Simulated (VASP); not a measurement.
Here is a VASP 6.6.1 calculation.

Contents of INCAR:

```
ALGO = Normal
EDIFF = 1E-6
ENCUT = 520
GGA = PE
ISIF = 2
ISMEAR = 0
LASPH = T
LCHARG = T
LELF = T
LREAL = F
LVHAR = T
LWAVE = F
NBANDS = 16
NELM = 100
PREC = Accurate
SIGMA = 0.05
```

The input KPOINTS:

```
k-points
0
Gamma
  10 10 10
```

POSCAR

```
GaN
1.0
    0.0000000000      2.1408255771      2.2535006075
    2.1408255771      0.0000000000      2.2535006075
    2.1408255771      2.1408255771      0.0000000000
Ga N
1 1
Direct
    0.0000000000      0.0000000000      0.0000000000
    0.7500000000      0.7500000000      0.7500000000
```

Potentials or basis: VASP PAW PBE potentials, release 64 (Ga_d, N).

The run is started by

```sh
$ cat potpaw_PBE.64/Ga_d/POTCAR potpaw_PBE.64/N/POTCAR > POTCAR
$ mpirun -np 1 vasp_std > vasp.out
```

Problem. Predict the band gap on the k mesh.

Solution. 2.29 eV, direct.

Problem. Estimate the pressure.

Solution. 29.4 GPa.

Stress tensor (GPa, compression positive):
```
31.53  0.00  0.00
 0.00 31.53  0.00
 0.00  0.00 25.11
```

Caveat: the cell differs from its parent crystal (strain -0.050 along x and y, +0.000 along z).
